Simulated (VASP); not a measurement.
A run of VASP 6.6.1 is set up as follows.

Contents of INCAR:

```
ALGO = Normal ; EDIFF = 1E-7
ENCUT = 520 ; GGA = PS
ISIF = 2 ; ISMEAR = -1
LASPH = True ; LCHARG = False
LREAL = False ; LWAVE = False
NBANDS = 18 ; NELM = 80
PREC = Accurate ; SIGMA = 0.05
```

KPOINTS

```
k-points
0
Gamma
  11 11 11
```

File POSCAR:

```
CuAu
1.0
    1.4713592656      0.8494896681      4.3396462822
   -1.4713592656      0.8494896681      4.3396462822
    0.0000000000     -1.6989793362      4.3396462822
Au Cu
1 1
Direct
    0.0000000000      0.0000000000      0.0000000000
    0.5000000000      0.5000000000      0.5000000000
```

Potentials or basis: VASP PAW PBE potentials, release 64 (Au, Cu).

Command:

```sh
$ cat potpaw_PBE.64/Au/POTCAR potpaw_PBE.64/Cu/POTCAR > POTCAR
$ mpirun -np 1 vasp_std > vasp.out
```

(1) Predict the pressure.

(2) What does it give for the band gap on the k mesh?

Answers

(1) -13.9 GPa.

(2) zero (band 11 reaches 9.09 eV, above the bottom of band 12 at 5.07 eV).

Caveat: the PAW data sets were made with another functional, which shifts forces and pressure a little; spin-orbit coupling is left out, which moves the levels of the heavy elements.
